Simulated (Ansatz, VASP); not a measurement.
## Two plane-wave programs on NaF

File INCAR:

```
SYSTEM = NaF
PREC = Accurate
ENCUT = 600
EDIFF = 1E-6
ISMEAR = 0
SIGMA = 0.1
LREAL = .False.
LASPH = .True.
NELM = 120
ALGO = Normal
ISIF = 2
LWAVE = .False.
LCHARG = .False.
GGA = CA
NBANDS = 14
GGA_COMPAT = .False.
```

Contents of KPOINTS:

```
regular mesh
0
Gamma
  8 8 8
  0 0 0
```

POSCAR

```
NaF
1.0
    0.0000000000      2.2858943317      2.2858943317
    2.2858943317      0.0000000000      2.2858943317
    2.2858943317      2.2858943317      0.0000000000
Na F
1 1
Direct
    0.0000000000      0.0000000000      0.0000000000
    0.5000000000      0.5000000000      0.5000000000
```

Input for Ansatz:

```yaml
crystal:
  lattice:
    - [0.0, 2.2858943317, 2.2858943317]
    - [2.2858943317, 0.0, 2.2858943317]
    - [2.2858943317, 2.2858943317, 0.0]
  atoms:
    - { symbol: Na, position: [0.0, 0.0, 0.0] }
    - { symbol: F, position: [0.5, 0.5, 0.5] }
basis: {}
kpoints:
  mp_grid: { grid: [8, 8, 8] }
hamiltonian:
  xc: lda
  pseudopotentials: { kind: paw, source: ansatz }
scf:
  occupations: { method: gaussian, width: 0.1 }
output:
  forces: true
  stress: true
  eigenvalues: true
  populations: true
accuracy: low
```

Alike in both runs: task single point; functional LDA; k mesh 8 × 8 × 8; occupations gaussian, width 0.1 eV; no spin polarisation.

|  | VASP | Ansatz |
| --- | --- | --- |
| version | VASP 6.6.1 | Ansatz 0.2.0 |
| potentials or method | VASP PAW LDA potentials, release 64 (Na_pv, F) | scalar-relativistic, plane waves, PAW (harder set) |
| plane-wave cutoff (eV) | 600 | 1050 |
| valence electrons in the cell | 14 | 16 |

```tsv
	VASP	Ansatz	Ansatz less VASP
gap on the k mesh at the Fermi level (eV)	6.18	6.19	+0.009
least direct gap on the mesh (eV)	6.18	6.19	+0.009
pressure (GPa)	-2.7	-2.5	+0.21
```

LDA's correlation is that of Perdew and Zunger in VASP and of Perdew and Wang (1992) in Ansatz. VASP's potentials hold 14 valence electrons a cell and Ansatz's 16, so a difference there can come from the potentials and not from the codes.
